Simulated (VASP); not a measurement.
# HfC (Fm-3m) in VASP: a series of runs, part 2 of 2

VASP 6.6.1. Earlier steps stand in the parts before.

**3. Single point, PBE**

This run uses another cell than the first one, of 12.57 Å³/atom, 0.908 times its volume.

INCAR

```
SYSTEM = HfC
PREC = Accurate
ENCUT = 520
EDIFF = 1E-6
ISMEAR = 0
SIGMA = 0.1
LREAL = .False.
LASPH = .True.
NELM = 80
ALGO = Normal
ISIF = 2
LWAVE = .False.
LCHARG = .False.
GGA = PE
NBANDS = 14
```

KPOINTS

```
Automatic mesh
0
Gamma
  6 6 6
  0 0 0
```

POSCAR

```
HfC
1.0
    0.0000000000      2.3250000000      2.3250000000
    2.3250000000      0.0000000000      2.3250000000
    2.3250000000      2.3250000000      0.0000000000
Hf C
1 1
Direct
    0.5000000000      0.5000000000      0.5000000000
    0.0000000000      0.0000000000      0.0000000000
```

Potentials or basis: VASP PAW PBE potentials, release 64 (Hf_pv, C).

Started as:

```console
$ cat potpaw_PBE.64/Hf_pv/POTCAR potpaw_PBE.64/C/POTCAR > POTCAR
$ mpirun -np 1 vasp_std > vasp.out
```

OUTCAR:

```text
SYSTEM = HfC
   PREC = Accurate
   ENCUT = 520
   EDIFF = 1E-6
   ISMEAR = 0
   LREAL = .False.
   LASPH = .True.
   NELM = 80
   ISIF = 2
   GGA = PE

 ion  position               nearest neighbor table
   1  0.500  0.500  0.500-   2 2.33   2 2.33   2 2.33   2 2.33   2 2.33   2 2.33
   2  0.000  0.000  0.000-   1 2.33   1 2.33   1 2.33   1 2.33   1 2.33   1 2.33

  LATTYP: Found a face centered cubic cell.
 ALAT       =     4.6500000000

  Lattice vectors:

 A1 = (   0.0000000000,   2.3250000000,   2.3250000000)
 A2 = (   2.3250000000,   0.0000000000,   2.3250000000)
 A3 = (   2.3250000000,   2.3250000000,   0.0000000000)

Analysis of symmetry for initial positions (statically):
=====================================================================
 Subroutine PRICEL returns:
 Original cell was already a primitive cell.

 Routine SETGRP: Setting up the symmetry group for a
 face centered cubic supercell.

 Subroutine GETGRP returns: Found 48 space group operations
 (whereof 48 operations were pure point group operations)
 out of a pool of 48 trial point group operations.

The static configuration has the point symmetry O_h .

Analysis of symmetry for dynamics (positions and initial velocities):
=====================================================================
 Subroutine PRICEL returns:
 Original cell was already a primitive cell.

 Routine SETGRP: Setting up the symmetry group for a
 face centered cubic supercell.

 Subroutine GETGRP returns: Found 48 space group operations
 (whereof 48 operations were pure point group operations)
 out of a pool of 48 trial point group operations.

The dynamic configuration has the point symmetry O_h .

 Subroutine INISYM returns: Found 48 space group operations
 (whereof 48 operations are pure point group operations),
 and found     1 'primitive' translations

----------------------------------------------------------------------------------------

                                     Primitive cell

  volume of cell :      25.1362

  direct lattice vectors                    reciprocal lattice vectors
[... 108 lines left out ...]
   LRPA    =     F    only Hartree local field effects (RPA)
 non-spin polarized calculation
 Gauss-broadening in eV      SIGMA  =   0.10
  energy-cutoff  :      520.00
  volume of cell :       25.14
 maximum number of plane-waves:       700
   NGX = 13   NGY = 13   NGZ = 13

 number of electron      14.0000000 magnetization

 Free energy of the ion-electron system (eV)
  ---------------------------------------------------
  ext. energy  EPLUGINS =         0.00000000
  ---------------------------------------------------
  free energy    TOTEN  =       -21.03341714 eV

  energy without entropy =      -21.03072741  energy(sigma->0) =      -21.03207227

 E-fermi :   5.8116     XC(G=0): -12.2838

 val. band max:        5.7248716718   @ k =   0.1667   0.1667   0.0000
 cond. band min:       5.8655353308   @ k =   0.5000   0.5000   0.0000
 fundamental gap:      0.1406636591
 Fermi energy:         5.8116485179

 k-point     1 :       0.0000    0.0000    0.0000
  band No.  band energies     occupation
      1     -23.6216      2.00000
      2     -23.6216      2.00000
      3     -23.6216      2.00000
      4      -6.3492      2.00000
      5       6.9643      0.00000
      6       6.9643      0.00000
      7       6.9643      0.00000
      8       7.3433      0.00000
      9       7.3433      0.00000
     10       7.3433      0.00000
     11       9.3433      0.00000
     12       9.3433      0.00000
     13      12.7885      0.00000
     14      16.9536      0.00000
[... 241 lines left out ...]
      1     -24.1251      2.00000
      2     -23.9449      2.00000
      3     -23.8626      2.00000
      4      -3.9174      2.00000
      5       3.2548      2.00000
      6       3.4432      2.00000
      7       3.5813      2.00000
      8       7.9660      0.00000
      9      11.2149      0.00000
     10      12.6955      0.00000
     11      12.7131      0.00000
     12      14.4326      0.00000
     13      17.5239      0.00000
     14      19.1135      0.00000

------------------------ aborting loop because EDIFF is reached ----------------------------------------

  FORCE on cell =-STRESS in cart. coord.  units (eV):
  Direction    XX          YY          ZZ          XY          YZ          ZX
  --------------------------------------------------------------------------------------
  -------------------------------------------------------------------------------------
  Total       -0.0627192     -0.0627192     -0.0627192     -0.0000000      0.0000000     -0.0000000
  in kB       -3.9977180     -3.9977180     -3.9977180     -0.0000000      0.0000000     -0.0000000
  external PRESSURE =      -3.9977180 kB  Pullay stress =       0.0000000 kB

 VOLUME and BASIS-vectors are now :
 -----------------------------------------------------------------------------
  energy-cutoff  :      520.00
  volume of cell :       25.14
      direct lattice vectors                 reciprocal lattice vectors
     0.000000000  2.325000000  2.325000000    -0.215053763  0.215053763  0.215053763
     2.325000000  0.000000000  2.325000000     0.215053763 -0.215053763  0.215053763
     2.325000000  2.325000000  0.000000000     0.215053763  0.215053763 -0.215053763

 POSITION                                       TOTAL-FORCE (eV/Angst)
 -----------------------------------------------------------------------------------
      2.32500      2.32500      2.32500         0.000000      0.000000     -0.000000
      0.00000      0.00000      0.00000        -0.000000     -0.000000      0.000000
 -----------------------------------------------------------------------------------
    total drift:                                0.000000     -0.000000      0.000000

  FREE ENERGIE OF THE ION-ELECTRON SYSTEM (eV)
  ---------------------------------------------------
  free  energy   TOTEN  =       -21.0334171412 eV

  energy  without entropy=      -21.0307274059  energy(sigma->0) =      -21.03207227
```

stdout:

```text
POSCAR found type information on POSCAR HfC
 POSCAR found :  2 types and       2 ions
 scaLAPACK will be used
 LDA part: xc-table for (Slater+PW92), standard interpolation
 POSCAR, INCAR and KPOINTS ok, starting setup
 FFT: planning ... GRIDC
 FFT: planning ... GRID_SOFT
 FFT: planning ... GRID
 WAVECAR not read
 entering main loop
```

Run time: 2.5 s. Hardware: 1 thread of Intel Xeon 6975P-C (Granite Rapids), shared host; peak memory 0.13 GiB.

What came out:

| Quantity | Value |
| --- | --- |
| Free energy | -21.0334 eV |
| Pressure | -0.4 GPa |
| Band gap on the k mesh | zero (band 7 reaches 6.96 eV, above the bottom of band 8 at 5.60 eV) |

Caveat: the k points lie up to 0.39 Å⁻¹ apart; spin-orbit coupling is left out, which moves the levels of the heavy elements.

**4. Single point, PBE**

This run uses another cell than the first one, of 12.58 Å³/atom, 0.909 times its volume.

INCAR

```
SYSTEM = HfC
  ALGO = Normal
  EDIFF = 1E-7
  ENCUT = 520
  GGA = PE
  ISIF = 2
  ISMEAR = 0
  LASPH = .TRUE.
  LCHARG = .FALSE.
  LREAL = .FALSE.
  LWAVE = .FALSE.
  NBANDS = 14
  NELM = 100
  PREC = Accurate
  SIGMA = 0.1
```

KPOINTS

```
k-points
0
G
  16 16 16
  0 0 0
```

POSCAR

```
HfC
1.0
    0.0000000000      2.3257467149      2.3257467149
    2.3257467149      0.0000000000      2.3257467149
    2.3257467149      2.3257467149      0.0000000000
Hf C
1 1
Direct
    0.5000000000      0.5000000000      0.5000000000
    0.0000000000      0.0000000000      0.0000000000
```

Started as:

```console
$ cat potpaw_PBE.64/Hf_pv/POTCAR potpaw_PBE.64/C/POTCAR > POTCAR
$ mpirun -np 1 vasp_std > vasp.out
```

Wall time 13 s (1 thread of Intel Xeon 6975P-C (Granite Rapids), shared host); peak memory 0.17 GiB.

The run converged. Its results:

```
Free energy            : -21.0458 eV
Pressure               : -0.7 GPa
Band gap on the k mesh : zero (band 7 reaches 6.95 eV, above the bottom of band 8 at 5.52 eV)
```

Levels at points of the mesh, in eV from the Fermi level:
```
           k point  band 3  band 4  band 5  band 6  band 7  band 8  band 9  band 10  band 11  band 12
(0.00, 0.00, 0.00)  -29.56  -12.28    1.02    1.02    1.02    1.41    1.41     1.41     3.41     3.41
(0.50, 0.00, 0.00)  -29.62   -8.55   -6.11   -2.96   -2.96    5.33    5.33     5.80     6.57    11.40
(0.50, 0.50, 0.00)  -29.79  -10.38   -2.57   -1.75   -0.08   -0.08    5.32     6.75     6.75     8.44
```

Caveat: spin-orbit coupling is left out, which moves the levels of the heavy elements.

**5. Relaxation of cell and atoms, PBE**

This run uses another cell than the first one, of 12.57 Å³/atom, 0.908 times its volume.

INCAR

```
PREC = Accurate
ENCUT = 600
EDIFF = 1E-7
ISMEAR = 0
SIGMA = 0.1
LREAL = F
LASPH = T
NELM = 60
ALGO = Normal
ISIF = 3
LWAVE = F
LCHARG = F
GGA = PE
IBRION = 2
NSW = 100
EDIFFG = -0.005
```

KPOINTS

```
regular mesh
0
Gamma
  16 16 16
```

POSCAR

```
HfC
1.0
    0.0000000000      2.3250000000      2.3250000000
    2.3250000000      0.0000000000      2.3250000000
    2.3250000000      2.3250000000      0.0000000000
Hf C
1 1
Direct
    0.5000000000      0.5000000000      0.5000000000
    0.0000000000      0.0000000000      0.0000000000
```

Potentials or basis: VASP PAW PBE potentials, release 64 (Hf_pv, C).

Started as:

```console
$ cat potpaw_PBE.64/Hf_pv/POTCAR potpaw_PBE.64/C/POTCAR > POTCAR
$ mpirun -np 1 vasp_std > vasp.out
```

OUTCAR:

```text
PREC = Accurate
   ENCUT = 600
   EDIFF = 1E-7
   ISMEAR = 0
   LREAL = F
   LASPH = T
   NELM = 60
   ISIF = 3
   GGA = PE
   IBRION = 2
   NSW = 100
   EDIFFG = -0.005

 ion  position               nearest neighbor table
   1  0.500  0.500  0.500-   2 2.33   2 2.33   2 2.33   2 2.33   2 2.33   2 2.33
   2  0.000  0.000  0.000-   1 2.33   1 2.33   1 2.33   1 2.33   1 2.33   1 2.33

  LATTYP: Found a face centered cubic cell.
 ALAT       =     4.6500000000

  Lattice vectors:

 A1 = (   0.0000000000,   2.3250000000,   2.3250000000)
 A2 = (   2.3250000000,   0.0000000000,   2.3250000000)
 A3 = (   2.3250000000,   2.3250000000,   0.0000000000)

Analysis of symmetry for initial positions (statically):
=====================================================================
 Subroutine PRICEL returns:
 Original cell was already a primitive cell.

 Routine SETGRP: Setting up the symmetry group for a
 face centered cubic supercell.

 Subroutine GETGRP returns: Found 48 space group operations
 (whereof 48 operations were pure point group operations)
 out of a pool of 48 trial point group operations.

The static configuration has the point symmetry O_h .

Analysis of symmetry for dynamics (positions and initial velocities):
=====================================================================
 Subroutine PRICEL returns:
 Original cell was already a primitive cell.

 Routine SETGRP: Setting up the symmetry group for a
 face centered cubic supercell.

 Subroutine GETGRP returns: Found 48 space group operations
 (whereof 48 operations were pure point group operations)
 out of a pool of 48 trial point group operations.

The dynamic configuration has the point symmetry O_h .

 Subroutine INISYM returns: Found 48 space group operations
 (whereof 48 operations are pure point group operations),
 and found     1 'primitive' translations

[... 131 lines left out ...]
   NGX = 13   NGY = 13   NGZ = 13

--------------------------------------- Ionic step        1  -------------------------------------------

 number of electron      14.0000000 magnetization

 Free energy of the ion-electron system (eV)
  ---------------------------------------------------
  ext. energy  EPLUGINS =         0.00000000
  ---------------------------------------------------
  free energy    TOTEN  =       -21.04707077 eV

  energy without entropy =      -21.04494448  energy(sigma->0) =      -21.04600763

------------------------ aborting loop because EDIFF is reached ----------------------------------------

  FORCE on cell =-STRESS in cart. coord.  units (eV):
  Direction    XX          YY          ZZ          XY          YZ          ZX
  --------------------------------------------------------------------------------------
  -------------------------------------------------------------------------------------
  Total       -0.0806103     -0.0806103     -0.0806103      0.0000000      0.0000000      0.0000000
  in kB       -5.1380938     -5.1380938     -5.1380938      0.0000000      0.0000000      0.0000000
  external PRESSURE =      -5.1380938 kB  Pullay stress =       0.0000000 kB
[... 59 lines left out ...]
--------------------------------------- Ionic step        3  -------------------------------------------

 number of electron      14.0000000 magnetization

 Free energy of the ion-electron system (eV)
  ---------------------------------------------------
  ext. energy  EPLUGINS =         0.00000000
  ---------------------------------------------------
  free energy    TOTEN  =       -21.04716066 eV

  energy without entropy =      -21.04502922  energy(sigma->0) =      -21.04609494

 E-fermi :   5.9483     XC(G=0): -12.2960

 val. band max:        5.9275243227   @ k =   0.4375   0.3750   0.0000
 cond. band min:       5.9505430880   @ k =   0.1250   0.1250   0.0000
 fundamental gap:      0.0230187653
 Fermi energy:         5.9482966184

 k-point     1 :       0.0000    0.0000    0.0000
  band No.  band energies     occupation
      1     -23.5912      2.00000
      2     -23.5912      2.00000
      3     -23.5912      2.00000
      4      -6.3508      2.00000
      5       6.9707      0.00000
      6       6.9707      0.00000
      7       6.9707      0.00000
      8       7.3622      0.00000
      9       7.3622      0.00000
     10       7.3622      0.00000
     11       9.3676      0.00000
[... 309 lines left out ...]
 k-point    24 :      -0.0625    0.0625    0.0000
  band No.  band energies     occupation
      1     -23.6573      2.00000
      2     -23.6094      2.00000
      3     -23.5932      2.00000
      4      -6.0910      2.00000
      5       5.5809      2.00000
      6       5.8841      1.63608
      7       6.0023      0.44469
      8       7.5237      0.00000
      9       8.1758      0.00000
     10       8.1835      0.00000
     11       9.9579      0.00000

 [... further k-points ...]

------------------------ aborting loop because EDIFF is reached ----------------------------------------

  FORCE on cell =-STRESS in cart. coord.  units (eV):
  Direction    XX          YY          ZZ          XY          YZ          ZX
  --------------------------------------------------------------------------------------
  -------------------------------------------------------------------------------------
  Total        0.0015175      0.0015175      0.0015175     -0.0000000      0.0000000      0.0000000
  in kB        0.0969417      0.0969417      0.0969417     -0.0000000      0.0000000      0.0000000
  external PRESSURE =       0.0969417 kB  Pullay stress =       0.0000000 kB
[... 17 lines left out ...]
  FREE ENERGIE OF THE ION-ELECTRON SYSTEM (eV)
  ---------------------------------------------------
  free  energy   TOTEN  =       -21.0471606597 eV

  energy  without entropy=      -21.0450292244  energy(sigma->0) =      -21.04609494

 reached required accuracy - stopping structural energy minimisation
```

OSZICAR:

```text
N       E                     dE             d eps       ncg     rms          rms(c)
DAV:   1     0.235778021913E+02    0.23578E+02   -0.88654E+03  3190   0.140E+03
DAV:   2    -0.223916909996E+02   -0.45969E+02   -0.43794E+02  4112   0.222E+02
DAV:   3    -0.242110207055E+02   -0.18193E+01   -0.17959E+01  4190   0.325E+01
DAV:   4    -0.242269390339E+02   -0.15918E-01   -0.15905E-01  3868   0.313E+00
[... 23 lines left out ...]
DAV:   3    -0.210471634704E+02    0.14695E-03   -0.44671E-04  3273   0.191E-01    0.127E-01
DAV:   4    -0.210471648028E+02   -0.13324E-05   -0.64395E-06  3939   0.269E-02    0.150E-01
DAV:   5    -0.210471613826E+02    0.34202E-05   -0.25811E-06  3855   0.136E-02    0.230E-02
DAV:   6    -0.210471606707E+02    0.71191E-06   -0.75937E-07  3656   0.540E-03    0.584E-03
DAV:   7    -0.210471606597E+02    0.10935E-07   -0.17683E-08  1655   0.135E-03
   3 F= -.21047161E+02 E0= -.21046095E+02  d E =-.898930E-04
```

CONTCAR:

```text
HfC
   1.00000000000000
     0.0000000000000000    2.3232912314900478    2.3232912314900478
     2.3232912314900478    0.0000000000000000    2.3232912314900478
     2.3232912314900478    2.3232912314900478   -0.0000000000000000
  Hf              C
     1     1
Direct
     0.5000000000000000    0.5000000000000000    0.5000000000000000
     0.0000000000000000    0.0000000000000000    0.0000000000000000

  0.00000000E+00  0.00000000E+00  0.00000000E+00
  0.00000000E+00  0.00000000E+00  0.00000000E+00
```

Run time: 42 s. Hardware: 1 thread of Intel Xeon 6975P-C (Granite Rapids), shared host; peak memory 0.2 GiB.

What came out:

* Free energy: -21.0472 eV
* Relaxed volume: 12.54 Å³/atom
* Relaxed cell: a = 3.286 Å, b = 3.286 Å, c = 3.286 Å, α = 60.00°, β = 60.00°, γ = 60.00°
* Space group after relaxing (to 0.05 Å): Fm-3m (No. 225)
* Energy gained by relaxing: 0.0 meV/atom
* Ionic steps: 3
* Pressure after relaxing: 0.0 GPa
* Band gap on the k mesh: zero (band 7 reaches 6.97 eV, above the bottom of band 8 at 5.55 eV)

Final structure:
```xyz
2
Lattice="0.0000 2.3233 2.3233 2.3233 0.0000 2.3233 2.3233 2.3233 0.0000" Properties=species:S:1:pos:R:3 pbc="T T T"
Hf    2.3233    2.3233    2.3233
C     0.0000    0.0000    0.0000
```

Caveat: spin-orbit coupling is left out, which moves the levels of the heavy elements.

**6. The runs side by side**

```csv
task,cell,k mesh,cutoff (eV),gap on the mesh (eV),pressure (GPa)
single point,"a = 3.395 Å, angles 60.0°, 2 atoms",16 × 16 × 16,520,none,-19.3
single point,"a = 3.288 Å, angles 60.0°, 2 atoms",6 × 6 × 6,520,none,-0.4
single point,"a = 3.289 Å, angles 60.0°, 2 atoms",16 × 16 × 16,520,none,-0.7
relaxation of cell and atoms,"relaxed from a = 3.288 Å, angles 60.0°, 2 atoms",16 × 16 × 16,600,none,0.0
```

Alike in all rows: level PBE; potentials or basis VASP PAW PBE potentials, release 64 (Hf_pv, C); no spin polarisation; smearing gaussian 0.1 eV.

Caveats: some runs use coarse meshes; spin-orbit coupling is left out, which moves the levels of the heavy elements.

Total energies depend on the potentials used, so only differences within one code and one set of settings carry meaning.
